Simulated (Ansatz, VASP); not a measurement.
Na in VASP and in Ansatz

```
Na
1.0
     3.77490    0.00000    0.00000
    -1.88745    3.26916    0.00000
     0.00000    0.00000    6.10616
Na
2
Direct
  0.33333 0.66667 0.75000
  0.66667 0.33333 0.25000
```

Alike in both runs: functional PBE; k mesh 6 × 6 × 4; occupations gaussian, width 0.05 eV; no spin polarisation.

Ansatz relaxed the structure, and its values are those at the end. VASP's run is a single point on that final structure, the one shown.

|  | VASP | Ansatz |
| --- | --- | --- |
| version | VASP 6.6.1 | Ansatz 0.2.0 |
| potentials or method | VASP PAW PBE potentials, release 64 (Na_pv), cutoff 520 eV | scalar-relativistic, plane waves, PAW |
| valence electrons in the cell | 14 | 18 |

```csv
,VASP,Ansatz,Ansatz less VASP
pressure (GPa),-0.1,-0.1,0.00
```

VASP's potentials hold 14 valence electrons a cell and Ansatz's 18, so a difference there can come from the potentials and not from the codes.
